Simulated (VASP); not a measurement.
Input of a VASP 6.6.1 run:

The input INCAR:

```
SYSTEM = Cs
  PREC = Accurate
  ENCUT = 520
  EDIFF = 1E-8
  ISMEAR = -1
  SIGMA = 0.05
  LREAL = .False.
  LASPH = .True.
  NELM = 100
  ALGO = Normal
  ISIF = 2
  LWAVE = .False.
  LCHARG = .False.
  GGA = PE
  LEFG = .True.
  NBANDS = 10
```

Contents of KPOINTS:

```
regular mesh
0
Gamma
  9 9 9
  0 0 0
```

File POSCAR:

```
Cs
1.0
   -2.9919676095      2.9919676095      2.9919676095
    2.9919676095     -2.9919676095      2.9919676095
    2.9919676095      2.9919676095     -2.9919676095
Cs
1
Direct
    0.0000000000      0.0000000000      0.0000000000
```

Potentials or basis: VASP PAW PBE potentials, release 64 (Cs_sv).

Launch:

```sh
$ cat potpaw_PBE.64/Cs_sv/POTCAR > POTCAR
$ mpirun -np 1 vasp_std > vasp.out
```

Predict the pressure.

0.2 GPa.

Caveat: without QUAD_EFG the Cq values of the log hold for a quadrupole moment of 1 mb, not for the nuclei.
